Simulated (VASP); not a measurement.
# GdN (Fm-3m) in VASP: settings compared, part 3 of 3

VASP 6.6.1.

## 6. Single point, PBEsol, collinear spin, ferromagnetic start

Contents of INCAR:

```
SYSTEM = GdN
PREC = Accurate
ENCUT = 520
EDIFF = 1E-6
ISMEAR = 0
SIGMA = 0.05
LREAL = .FALSE.
LASPH = .TRUE.
NELM = 150
ALGO = Normal
ISIF = 2
LWAVE = .FALSE.
LCHARG = .FALSE.
ISPIN = 2
MAGMOM = 7.55 0
LORBIT = 11
LMAXMIX = 6
GGA = PS
NBANDS = 22
```

Contents of KPOINTS:

```
regular mesh
0
G
  12 12 12
  0 0 0
```

Contents of POSCAR:

```
GdN
1.0
    0.0000000000      2.4927984091      2.4927984091
    2.4927984091      0.0000000000      2.4927984091
    2.4927984091      2.4927984091      0.0000000000
Gd N
1 1
Direct
    0.5000000000      0.5000000000      0.5000000000
    0.0000000000      0.0000000000      0.0000000000
```

Potentials or basis: VASP PAW PBE potentials, release 64 (Gd, N).

Command:

```sh
cat potpaw_PBE.64/Gd/POTCAR potpaw_PBE.64/N/POTCAR > POTCAR
mpirun -np 1 vasp_std > vasp.out
```

OUTCAR:

```text
SYSTEM = GdN
   PREC = Accurate
   ENCUT = 520
   EDIFF = 1E-6
   ISMEAR = 0
   LREAL = .FALSE.
   LASPH = .TRUE.
   NELM = 150
   ISIF = 2
   ISPIN = 2
   LORBIT = 11
   GGA = PS

 ion  position               nearest neighbor table
   1  0.500  0.500  0.500-   2 2.49   2 2.49   2 2.49   2 2.49   2 2.49   2 2.49
   2  0.000  0.000  0.000-   1 2.49   1 2.49   1 2.49   1 2.49   1 2.49   1 2.49

  LATTYP: Found a face centered cubic cell.
 ALAT       =     4.9855968182

  Lattice vectors:

 A1 = (   0.0000000000,   2.4927984091,   2.4927984091)
 A2 = (   2.4927984091,   0.0000000000,   2.4927984091)
 A3 = (   2.4927984091,   2.4927984091,   0.0000000000)

Analysis of symmetry for initial positions (statically):
=====================================================================
 Subroutine PRICEL returns:
 Original cell was already a primitive cell.

 Routine SETGRP: Setting up the symmetry group for a
 face centered cubic supercell.

 Subroutine GETGRP returns: Found 48 space group operations
 (whereof 48 operations were pure point group operations)
 out of a pool of 48 trial point group operations.

The static configuration has the point symmetry O_h .

Analysis of symmetry for dynamics (positions and initial velocities):
=====================================================================
 Subroutine PRICEL returns:
 Original cell was already a primitive cell.

 Routine SETGRP: Setting up the symmetry group for a
 face centered cubic supercell.

 Subroutine GETGRP returns: Found 48 space group operations
 (whereof 48 operations were pure point group operations)
 out of a pool of 48 trial point group operations.

The dynamic configuration has the point symmetry O_h .

Analysis of structural, dynamic, and magnetic symmetry:
=====================================================================
 Subroutine PRICEL returns:
 Original cell was already a primitive cell.

 Routine SETGRP: Setting up the symmetry group for a
[... 150 lines left out ...]
  ---------------------------------------------------
  free energy    TOTEN  =       -24.05320136 eV

  energy without entropy =      -24.05306512  energy(sigma->0) =      -24.05313324

 E-fermi :   3.7896     XC(G=0): -11.7981

 val. band max:        3.7881797643   @ k =   0.3333   0.3333   0.0000
 cond. band min:       3.8129651801   @ k =   0.0833   0.0833   0.0000
 fundamental gap:      0.0247854158
 Fermi energy:         3.7896134527

 spin component 1

 k-point     1 :       0.0000    0.0000    0.0000
  band No.  band energies     occupation
      1     -39.9445      1.00000
      2     -16.9501      1.00000
      3     -16.9501      1.00000
      4     -16.9501      1.00000
      5      -9.2536      1.00000
      6       0.2078      1.00000
[... 589 lines left out ...]
     21      13.8894      0.00000
     22      15.8310      0.00000

 [... further k-points ...]

 spin component 2

 k-point     1 :       0.0000    0.0000    0.0000
  band No.  band energies     occupation
      1     -36.8647      1.00000
      2     -14.6932      1.00000
      3     -14.6932      1.00000
      4     -14.6932      1.00000
      5      -9.2364      1.00000
      6       2.8847      1.00000
[... 589 lines left out ...]
     21      14.9846      0.00000
     22      16.6889      0.00000

 [... further k-points ...]

------------------------ aborting loop because EDIFF is reached ----------------------------------------

  FORCE on cell =-STRESS in cart. coord.  units (eV):
  Direction    XX          YY          ZZ          XY          YZ          ZX
  --------------------------------------------------------------------------------------
  -------------------------------------------------------------------------------------
  Total       -1.0749247     -1.0749247     -1.0749247     -0.0000000     -0.0000000      0.0000000
  in kB      -55.5900613    -55.5900613    -55.5900613     -0.0000000     -0.0000000      0.0000000
  external PRESSURE =     -55.5900613 kB  Pullay stress =       0.0000000 kB

 VOLUME and BASIS-vectors are now :
 -----------------------------------------------------------------------------
  energy-cutoff  :      520.00
  volume of cell :       30.98
      direct lattice vectors                 reciprocal lattice vectors
     0.000000000  2.492798409  2.492798409    -0.200577792  0.200577792  0.200577792
     2.492798409  0.000000000  2.492798409     0.200577792 -0.200577792  0.200577792
     2.492798409  2.492798409  0.000000000     0.200577792  0.200577792 -0.200577792

 POSITION                                       TOTAL-FORCE (eV/Angst)
 -----------------------------------------------------------------------------------
      2.49280      2.49280      2.49280         0.000000      0.000000      0.000000
      0.00000      0.00000      0.00000        -0.000000     -0.000000     -0.000000
 -----------------------------------------------------------------------------------
    total drift:                                0.000000      0.000000      0.000000

  FREE ENERGIE OF THE ION-ELECTRON SYSTEM (eV)
  ---------------------------------------------------
  free  energy   TOTEN  =       -24.0532013636 eV

  energy  without entropy=      -24.0530651192  energy(sigma->0) =      -24.05313324

 total charge

# of ion       s       p       d       f       tot
--------------------------------------------------
    1        2.032   5.643   0.537   6.996  15.207
    2        1.244   2.365   0.000   0.000   3.608
--------------------------------------------------
tot          3.275   8.008   0.537   6.996  18.815

 magnetization (x)

# of ion       s       p       d       f       tot
--------------------------------------------------
    1       -0.004  -0.071   0.084   6.804   6.812
    2       -0.007  -0.079   0.000   0.000  -0.086
--------------------------------------------------
tot         -0.011  -0.150   0.084   6.804   6.726
```

stdout:

```text
POSCAR found type information on POSCAR GdN
 POSCAR found :  2 types and       2 ions
 scaLAPACK will be used
 -----------------------------------------------------------------------------
|                                                                             |
|                                                                             |
|     You enforced a specific xc type in the INCAR file but a different       |
|     I HOPE YOU KNOW WHAT YOU ARE DOING!                                     |
|                                                                             |
 -----------------------------------------------------------------------------

 LDA part: xc-table for (Slater+PW92), standard interpolation
 POSCAR, INCAR and KPOINTS ok, starting setup
 FFT: planning ... GRIDC
 FFT: planning ... GRID_SOFT
 FFT: planning ... GRID
 WAVECAR not read
 entering main loop
```

Run time: 9.3 min. Hardware: 1 thread of Intel Xeon 8259CL, shared host; peak memory 0.25 GiB.

Results:

| Quantity | Value |
| --- | --- |
| Free energy | -24.0532 eV |
| Pressure | -5.6 GPa |
| Band gap on the k mesh | zero (filled and empty bands overlap) |
| Net moment | 7.00 μB per cell |
| Site moments | Gd +6.81; N -0.09 μB |
| Valence electrons inside the program's atomic spheres | Gd 15.21; N 3.61 |

Caveat: the cell stands under tension; the PAW data sets were made with another functional, which shifts forces and pressure a little; spin-orbit coupling is left out, which moves the levels of the heavy elements; a cell with one magnetic atom can't hold antiferromagnetic order, which such compounds often take; semilocal functionals describe open f shells poorly, which spoils levels, moments and volumes. With open d or f shells a metallic result of PBEsol can be an artefact of self-interaction; +U or a hybrid may open a gap.
